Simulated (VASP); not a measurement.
# SnTe (I4/mmm) in VASP: a series of runs

SnTe is run at these levels: PBE; tasks: single point.

All numbers are computed with VASP 6.6.1; they aren't measurements. Logs are shortened: lines on timing, memory, paths and dates and some standing lists are left out, and cuts for length are marked.

## 1. The cell of the first run

The structure is tetragonal, space group I4/mmm (No. 139). The conventional cell has a = 4.598 Å, b = 4.598 Å, c = 6.313 Å, α = 90.00°, β = 90.00°, γ = 90.00°. Sn (site symmetry 4/mmm) has 6 Te at 3.16 to 3.25 Å within 4.2 Å. Te (site symmetry 4/mmm) has 6 Sn at 3.16 to 3.25 Å within 4.2 Å.

## 2. Single point, PBE (strain +0.0300 x Voigt [1, 1, 0, 0, 0, 0])

INCAR reads:

```
SYSTEM = SnTe
PREC = Accurate ; ENCUT = 520
EDIFF = 1E-6 ; ISMEAR = 0
SIGMA = 0.03 ; LREAL = .False.
LASPH = .True. ; NELM = 60
ALGO = Normal ; ISIF = 2
LWAVE = .False. ; LCHARG = .False.
GGA = PE ; NBANDS = 17
```

KPOINTS reads:

```
regular mesh
0
Gamma
  10 10 10
  0 0 0
```

POSCAR reads:

```
SnTe
1.0
    0.0000000000      3.2511950000      3.1565000000
    3.2511950000      0.0000000000      3.1565000000
    3.2511950000      3.2511950000      0.0000000000
Sn Te
1 1
Direct
    0.0000000000      0.0000000000      0.0000000000
    0.5000000000      0.5000000000      0.5000000000
```

Potentials or basis: VASP PAW PBE potentials, release 64 (Sn_d, Te).

The run is started by

```console
> cat potpaw_PBE.64/Sn_d/POTCAR potpaw_PBE.64/Te/POTCAR > POTCAR
> mpirun -np 1 vasp_std > vasp.out
```

OUTCAR:

```text
SYSTEM = SnTe
   PREC = Accurate
   ENCUT = 520
   EDIFF = 1E-6
   ISMEAR = 0
   LREAL = .False.
   LASPH = .True.
   NELM = 60
   ISIF = 2
   GGA = PE

 ion  position               nearest neighbor table
   1  0.000  0.000  0.000-   2 3.16   2 3.16   2 3.25   2 3.25   2 3.25   2 3.25
   2  0.500  0.500  0.500-   1 3.16   1 3.16   1 3.25   1 3.25   1 3.25   1 3.25

  LATTYP: Found a body centered tetragonal cell.
 ALAT       =     4.5978840629
 C/A-ratio  =     1.3730228761

  Lattice vectors:

 A1 = (   0.0000000000,  -3.2511950000,  -3.1565000000)
 A2 = (   0.0000000000,   3.2511950000,  -3.1565000000)
 A3 = (   3.2511950000,   0.0000000000,   3.1565000000)

Analysis of symmetry for initial positions (statically):
=====================================================================
 Subroutine PRICEL returns:
 Original cell was already a primitive cell.

 Routine SETGRP: Setting up the symmetry group for a
 body centered tetragonal supercell.

 Subroutine GETGRP returns: Found 16 space group operations
 (whereof 16 operations were pure point group operations)
 out of a pool of 16 trial point group operations.

The static configuration has the point symmetry D_4h.

Analysis of symmetry for dynamics (positions and initial velocities):
=====================================================================
 Subroutine PRICEL returns:
 Original cell was already a primitive cell.

 Routine SETGRP: Setting up the symmetry group for a
 body centered tetragonal supercell.

 Subroutine GETGRP returns: Found 16 space group operations
 (whereof 16 operations were pure point group operations)
 out of a pool of 16 trial point group operations.

The dynamic configuration has the point symmetry D_4h.

 Subroutine INISYM returns: Found 16 space group operations
 (whereof 16 operations are pure point group operations),
 and found     1 'primitive' translations

----------------------------------------------------------------------------------------

                                     Primitive cell

  volume of cell :      66.7301

  direct lattice vectors                    reciprocal lattice vectors
     0.000000000  3.251195000  3.156500000    -0.153789607  0.153789607  0.158403295
     3.251195000  0.000000000  3.156500000     0.153789607 -0.153789607  0.158403295
     3.251195000  3.251195000  0.000000000     0.153789607  0.153789607 -0.158403295

  length of vectors
     4.531419334  4.531419334  4.597884063     0.269061499  0.269061499  0.269061499

  position of ions in fractional coordinates (direct lattice)
     0.000000000  0.000000000  0.000000000
     0.500000000  0.500000000  0.500000000

  ion indices of the primitive-cell ions
   primitive index   ion index
                 1           1
                 2           2

----------------------------------------------------------------------------------------

 KPOINTS: regular mesh

Automatic generation of k-mesh.
 Grid dimensions read from file:
 generate k-points for:   10   10   10

 Generating k-lattice:

  Cartesian coordinates                     Fractional coordinates (reciprocal lattice)
    -0.015378961  0.015378961  0.015840329     0.100000000  0.000000000  0.000000000
     0.015378961 -0.015378961  0.015840329     0.000000000  0.100000000  0.000000000
     0.015378961  0.015378961 -0.015840329     0.000000000  0.000000000  0.100000000

  Length of vectors
     0.026906150  0.026906150  0.026906150

  Shift w.r.t. Gamma in fractional coordinates (k-lattice)
     0.000000000  0.000000000  0.000000000

 Subroutine IBZKPT returns following result:
 ===========================================

 Found    102 irreducible k-points:

 Following reciprocal coordinates:
            Coordinates               Weight
  0.000000  0.000000  0.000000      1.000000
  0.100000  0.000000  0.000000      8.000000
  0.200000  0.000000  0.000000      8.000000
  0.300000  0.000000  0.000000      8.000000
  0.400000  0.000000  0.000000      8.000000
  0.500000  0.000000  0.000000      4.000000
[... 16 lines left out ...]
  0.300000  0.300000  0.000000      2.000000
  0.400000  0.300000  0.000000      8.000000
 [... further k-points ...]
   k-points           NKPTS =    102   k-points in BZ     NKDIM =    102   number of bands    NBANDS=     17
   number of dos      NEDOS =    301   number of ions     NIONS =      2
   total plane-waves  NPLWV =  46656
   dimension x,y,z NGX =    36 NGY =   36 NGZ =   36
   dimension x,y,z NGXF=    72 NGYF=   72 NGZF=   72
   ions per type =               1   1
   NGX,Y,Z   is equivalent  to a cutoff of  13.21, 13.21, 13.02 a.u.
   NGXF,Y,Z  is equivalent  to a cutoff of  26.41, 26.41, 26.03 a.u.
 SYSTEM =  SnTe
   PREC   = accura    normal or accurate (medium, high low for compatibility)
   ISTART =      0    job   : 0-new  1-cont  2-samecut
   ICHARG =      2    charge: 1-file 2-atom 10-const
   ISPIN  =      1    spin polarized calculation?
   LNONCOLLINEAR =      F non collinear calculations
   LSORBIT =      F    spin-orbit coupling
   LASPH  =      T    aspherical Exc in radial PAW
   ENCUT  =  520.0 eV  38.22 Ry    6.18 a.u.   8.43  8.43  8.55*2*pi/ulx,y,z
   NELM   =     60;   NELMIN=  2; NELMDL= -5     # of ELM steps
   EDIFF  = 0.1E-05   stopping-criterion for ELM
   LREAL  =      F    real-space projection
   EDIFFG = 0.1E-04   stopping-criterion for IOM
   NSW    =      0    number of steps for IOM
   IBRION =     -1    ionic relax: 0-MD 1-quasi-New 2-CG
   NFREE  =      0    steps in history (QN), initial steepest desc. (CG)
   ISIF   =      2    stress and relaxation
   ISYM   =      2    0-nonsym 1-usesym 2-fastsym
   POTIM  = 0.5000    time-step for ionic-motion
   TEBEG  =    0.0;   TEEND  =   0.0 temperature during run
   PSTRESS=    0.0 pullay stress
   NELECT =      20.0000    total number of electrons
   NUPDOWN=      -1.0000    fix difference up-down
   EMIN   =  10.00;   EMAX   =-10.00  energy-range for DOS
   EFERMI =   0.00;   METHOD = LEGACY
   ISMEAR =     0;   SIGMA  =   0.03  broadening in eV -4-tet -1-fermi 0-gaus
   EFERMI_NEDOS =   21; number of points for ismear=-14 and -15
   IALGO  =     38    algorithm
   IMIX   =      4    mixing-type and parameters
     AMIX     =   0.40;   BMIX     =  1.00
     AMIX_MAG =   1.60;   BMIX_MAG =  1.00
  volume/ion in A,a.u.               =      33.37       225.16
  Fermi-wavevector in a.u.,A,eV,Ry     =   1.095580  2.070347 16.331022  1.200296
  Thomas-Fermi vector in A             =   2.231907
   LORBIT       =      0    0 simple, 1 ext, 2 COOP (PROOUT), +10 PAW based schemes
   GGA     = PE    functional components
   LHFCALC =     F    Hartree Fock is set to
   AEXX    =    0.0000 exact exchange contribution
   IVDW    =     0    specifies the selected vdW correction
   LEPSILON=     F    determine dielectric tensor
   LRPA    =     F    only Hartree local field effects (RPA)
 non-spin polarized calculation
 Gauss-broadening in eV      SIGMA  =   0.03
  energy-cutoff  :      520.00
  volume of cell :       66.73
 maximum number of plane-waves:      1822
 NGX is ok and might be reduce to    36
   NGX = 17   NGY = 17   NGZ = 17

 number of electron      20.0000004 magnetization

 Free energy of the ion-electron system (eV)
  ---------------------------------------------------
  ext. energy  EPLUGINS =         0.00000000
  ---------------------------------------------------
  free energy    TOTEN  =        -7.55024782 eV

  energy without entropy =       -7.55017491  energy(sigma->0) =       -7.55021136

 E-fermi :   6.1815     XC(G=0):  -9.2054

 val. band max:        6.1578784929   @ k =   0.5000   0.0000   0.0000
 cond. band min:       6.2050899889   @ k =   0.5000   0.0000   0.0000
 fundamental gap:      0.0472114959
 Fermi energy:         6.1814842406

 k-point     1 :       0.0000    0.0000    0.0000
  band No.  band energies     occupation
      1     -15.7182      2.00000
      2     -15.7162      2.00000
      3     -15.7054      2.00000
      4     -15.7054      2.00000
      5     -15.7050      2.00000
      6      -6.1728      2.00000
[... 9 lines left out ...]
     16      11.1789      0.00000
     17      12.8045      0.00000

 k-point     2 :       0.1000    0.0000    0.0000
  band No.  band energies     occupation
      1     -15.7184      2.00000
      2     -15.7160      2.00000
      3     -15.7054      2.00000
      4     -15.7050      2.00000
      5     -15.7049      2.00000
      6      -6.0964      2.00000
[... 9 lines left out ...]
     16      11.3102      0.00000
     17      13.3742      0.00000

 k-point     3 :       0.2000    0.0000    0.0000
  band No.  band energies     occupation
      1     -15.7189      2.00000
      2     -15.7154      2.00000
      3     -15.7063      2.00000
      4     -15.7041      2.00000
      5     -15.7037      2.00000
      6      -5.8765      2.00000
[... 9 lines left out ...]
     16      11.8250      0.00000
     17      14.6950      0.00000

 k-point     4 :       0.3000    0.0000    0.0000
  band No.  band energies     occupation
      1     -15.7197      2.00000
      2     -15.7150      2.00000
      3     -15.7074      2.00000
      4     -15.7029      2.00000
      5     -15.7021      2.00000
      6      -5.5498      2.00000
[... 9 lines left out ...]
     16      12.6706      0.00000
     17      16.2825      0.00000
[... 343 lines left out ...]
      1     -15.7201      2.00000
      2     -15.7144      2.00000
      3     -15.7064      2.00000
      4     -15.7037      2.00000
      5     -15.7023      2.00000
      6      -5.4649      2.00000
[... 9 lines left out ...]
     16      14.5111      0.00000
     17      14.6348      0.00000

 k-point    23 :       0.3000    0.3000    0.0000
  band No.  band energies     occupation
      1     -15.7182      2.00000
      2     -15.7156      2.00000
      3     -15.7131      2.00000
      4     -15.6998      2.00000
      5     -15.6998      2.00000
      6      -5.3146      2.00000
[... 9 lines left out ...]
     16      14.3835      0.00000
     17      14.8193      0.00000

 k-point    24 :       0.4000    0.3000    0.0000
  band No.  band energies     occupation
      1     -15.7182      2.00000
      2     -15.7155      2.00000
      3     -15.7146      2.00000
      4     -15.6988      2.00000
      5     -15.6986      2.00000
      6      -5.0630      2.00000
[... 9 lines left out ...]
     16      15.0149      0.00000
     17      15.8646      0.00000

 [... further k-points ...]

------------------------ aborting loop because EDIFF is reached ----------------------------------------

  FORCE on cell =-STRESS in cart. coord.  units (eV):
  Direction    XX          YY          ZZ          XY          YZ          ZX
  --------------------------------------------------------------------------------------
  -------------------------------------------------------------------------------------
  Total       -0.6568681     -0.6568681      0.7192137      0.0000000     -0.0000000      0.0000000
  in kB      -15.7712805    -15.7712805     17.2681854      0.0000000     -0.0000000      0.0000000
  external PRESSURE =      -4.7581252 kB  Pullay stress =       0.0000000 kB

 VOLUME and BASIS-vectors are now :
 -----------------------------------------------------------------------------
  energy-cutoff  :      520.00
  volume of cell :       66.73
      direct lattice vectors                 reciprocal lattice vectors
     0.000000000  3.251195000  3.156500000    -0.153789607  0.153789607  0.158403295
     3.251195000  0.000000000  3.156500000     0.153789607 -0.153789607  0.158403295
     3.251195000  3.251195000  0.000000000     0.153789607  0.153789607 -0.158403295

 POSITION                                       TOTAL-FORCE (eV/Angst)
 -----------------------------------------------------------------------------------
      0.00000      0.00000      0.00000        -0.000000      0.000000      0.000000
      3.25120      3.25120      3.15650         0.000000     -0.000000      0.000000
 -----------------------------------------------------------------------------------
    total drift:                               -0.000000      0.000000      0.000000

  FREE ENERGIE OF THE ION-ELECTRON SYSTEM (eV)
  ---------------------------------------------------
  free  energy   TOTEN  =        -7.5502478156 eV

  energy  without entropy=       -7.5501749128  energy(sigma->0) =       -7.55021136
```

Wall time 79 s (1 thread of AMD EPYC 9R45 (Zen 5), shared host); peak memory 0.25 GiB.

What came out:

```
Free energy            : -7.5502 eV
Pressure               : -0.5 GPa
Band gap on the k mesh : 0.05 eV
```

Levels at points of the mesh, in eV from the valence-band top:
```
           k point  band 6  band 7  band 8  band 9  band 10  band 11  band 12  band 13  band 14  band 15
(0.00, 0.00, 0.00)  -12.33   -4.90   -2.16   -1.85    -1.85     3.00     3.00     3.69     4.82     4.82
(0.50, 0.00, 0.00)  -11.21   -8.00   -1.67   -1.61     0.00     0.05     0.42     0.56     7.65     8.50
(0.50, 0.50, 0.00)  -10.87   -6.51   -5.16   -3.47    -3.47     2.39     4.55     4.55     6.25     8.85
(0.50, 0.00, 0.50)  -11.01   -6.35   -5.09   -3.56    -3.24     2.47     4.31     5.05     5.79     8.79
```

Caveat: the cell differs from its parent crystal (strain +0.0300 x Voigt [1, 1, 0, 0, 0, 0]); spin-orbit coupling is left out, which moves the levels of the heavy elements.

[end of part 1 of 2]
